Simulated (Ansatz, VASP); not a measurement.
Ga5As2P3 in VASP and in Ansatz

The input INCAR:

```
SYSTEM = Ga5As2P3
PREC     = Accurate       ! precision mode
ENCUT    = 520            ! plane-wave cutoff, eV
EDIFF    = 1E-7           ! SCF threshold, eV
ISMEAR   = 0              ! smearing method
SIGMA    = 0.1            ! smearing width, eV
LREAL    = .False.        ! projectors in reciprocal space
LASPH    = .True.         ! aspherical terms in the spheres
NELM     = 80             ! most SCF steps
ALGO     = Normal         ! electronic algorithm
ISIF     = 2              ! what is computed and relaxed
LWAVE    = .False.        ! write WAVECAR
LCHARG   = .False.        ! write CHGCAR
GGA      = PE             ! functional
NBANDS   = 56             ! bands
```

The input KPOINTS:

```
Automatic mesh
0
Gamma
  4 4 4
  0 0 0
```

Contents of POSCAR:

```
Ga5As2P3
1.0
    0.0000000000     -3.9575090205      0.0000000000
    3.9575090205      0.0000000000      0.0000000000
   -1.9787545102      1.9787545102     14.0162539537
Ga P As
5 3 2
Direct
    0.5970063532      0.5970063532      0.1940127064
    0.2014351390      0.2014351390      0.4028702781
    0.7985648610      0.7985648610      0.5971297219
    0.4029936468      0.4029936468      0.8059872936
    0.0000000000      0.0000000000      0.0000000000
    0.2500000000      0.7500000000      0.5000000000
    0.4514784847      0.9514784847      0.9029569695
    0.0485215153      0.5485215153      0.0970430305
    0.8507752096      0.3507752096      0.7015504192
    0.6492247904      0.1492247904      0.2984495808
```

Input for Ansatz:

```yaml
crystal:
  lattice:
    - [0.0, -3.9575090205, 0.0]
    - [3.9575090205, 0.0, 0.0]
    - [-1.9787545102, 1.9787545102, 14.0162539537]
  atoms:
    - { symbol: Ga, position: [0.5970063532, 0.5970063532, 0.1940127064] }
    - { symbol: Ga, position: [0.201435139, 0.201435139, 0.4028702781] }
    - { symbol: Ga, position: [0.798564861, 0.798564861, 0.5971297219] }
    - { symbol: Ga, position: [0.4029936468, 0.4029936468, 0.8059872936] }
    - { symbol: Ga, position: [0.0, 0.0, 0.0] }
    - { symbol: P, position: [0.25, 0.75, 0.5] }
    - { symbol: P, position: [0.4514784847, 0.9514784847, 0.9029569695] }
    - { symbol: P, position: [0.0485215153, 0.5485215153, 0.0970430305] }
    - { symbol: As, position: [0.8507752096, 0.3507752096, 0.7015504192] }
    - { symbol: As, position: [0.6492247904, 0.1492247904, 0.2984495808] }
basis:
  ecutwfc: 420
kpoints:
  mp_grid: { grid: [4, 4, 4] }
hamiltonian:
  xc: pbe
scf:
  occupations: { method: gaussian, width: 0.1 }
  lower_state_search: "off"
output:
  forces: true
  stress: true
  eigenvalues: true
```

Alike in both runs: task single point; functional PBE; k mesh 4 × 4 × 4; occupations gaussian, width 0.1 eV; no spin polarisation.

|  | VASP | Ansatz |
| --- | --- | --- |
| version | VASP 6.6.1 | Ansatz 0.2.0 |
| potentials or method | VASP PAW PBE potentials, release 64 (Ga_d, P, As), cutoff 520 eV | scalar-relativistic, plane waves, PAW |
| valence electrons in the cell | 90 | 110 |

|  | VASP | Ansatz | Ansatz less VASP |
| --- | --- | --- | --- |
| gap on the k mesh at the Fermi level (eV) | 0.94 | 0.94 | +0.002 |
| least direct gap on the mesh (eV) | 0.94 | 0.94 | +0.002 |
| pressure (GPa) | 0.2 | 0.1 | -0.09 |
| traceless stress, the component that is largest in VASP (GPa) | -0.73 | -0.73 | -0.002 |
| rms of the force components (eV/Å) | 0.004 | 0.002 | -0.0016 |

Atom by atom the forces differ by 0.006 eV/Å (rms over components). VASP's potentials hold 90 valence electrons a cell and Ansatz's 110, so a difference there can come from the potentials and not from the codes.
